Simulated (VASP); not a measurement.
## Ge: elastic constants with LDA

Crystal: Ge.

```
CELL_PARAMETERS angstrom
0.00000 2.73644 2.73644
2.73644 0.00000 2.73644
2.73644 2.73644 0.00000
ATOMIC_POSITIONS crystal
Ge 0.50000 0.50000 0.50000
Ge 0.75000 0.75000 0.75000
```

```
Program                   : VASP 6.6.1
Task                      : elastic constants
Functional                : LDA
Potentials or basis       : VASP PAW LDA potentials, release 64 (Ge_d)
Cutoff                    : 600 eV
k mesh                    : 14 × 14 × 14
Occupations               : fermi-dirac, width 0.1 eV
Spin                      : no spin polarisation
Dipole correction         : no
Ions in elastic constants : relaxed
Further INCAR settings    : ALGO = Normal; EDIFF = 1e-08; NBANDS = 21; IBRION = 6; POTIM = 0.015; NSW = 1; ISIF = 3
```

```
Elastic constants C11, C12, C44 : 148, 72, 69 GPa
Voigt bulk modulus              : 98 GPa
Highest phonon frequency at Γ   : 319 cm⁻¹
```

Phonon frequencies in cm⁻¹ (negative: imaginary):
| q point | frequencies |
| --- | --- |
| (0.000, 0.000, 0.000) | 0 0 0 319 319 319 |

Elastic tensor in Voigt notation (GPa, in the Cartesian axes of the cell as first typed):
```
148  72  72   0   0   0
 72 148  72   0   0   0
 72  72 148   0   0   0
  0   0   0  69   0   0
  0   0   0   0  69   0
  0   0   0   0   0  69
```

Clamped-ion elastic tensor (GPa):
```
148  72  72   0   0   0
 72 148  72   0   0   0
 72  72 148   0   0   0
  0   0   0 111   0   0
  0   0   0   0 111   0
  0   0   0   0   0 111
```

Wall time 96 min on 1 thread of Oxide Virtual Turin-like Processor, on a shared host, peak memory 0.99 GiB.

Caveat: the cell is under stress, which shifts elastic constants.
